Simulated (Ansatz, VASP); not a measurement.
## Al2Au in VASP and in Ansatz

```xyz
3
Lattice="0.0000 2.9388 2.9388 2.9388 0.0000 2.9388 2.9388 2.9388 0.0000" Properties=species:S:1:pos:R:3 pbc="T T T"
Al    1.4694    1.4694    1.4694
Al    4.4081    4.4081    4.4081
Au    0.0000    0.0000    0.0000
```

Change from the starting cell: volume scaled by 0.94, PAW files.

Alike in both runs: task electric field gradients; functional LDA; k mesh 11 × 11 × 11; occupations fermi-dirac, width 0.05 eV; no spin polarisation.

```csv
,VASP,Ansatz
version,VASP 6.6.1,Ansatz 0.2.0
potentials or method,"VASP PAW LDA potentials, release 64 (Al, Au)","PAW with Ansatz's default frozen-core files, scalar-relativistic"
plane-wave cutoff (eV),520,420
valence electrons in the cell,17,25
```

VASP gave:

* pressure (GPa): 5.6

Question: Which values does Ansatz return?

Answer: Pressure (GPa): 5.3.

LDA's correlation is that of Perdew and Zunger in VASP and of Perdew and Wang (1992) in Ansatz. VASP's potentials hold 17 valence electrons a cell and Ansatz's 25, so a difference there can come from the potentials and not from the codes.

Spin-orbit coupling is off throughout.
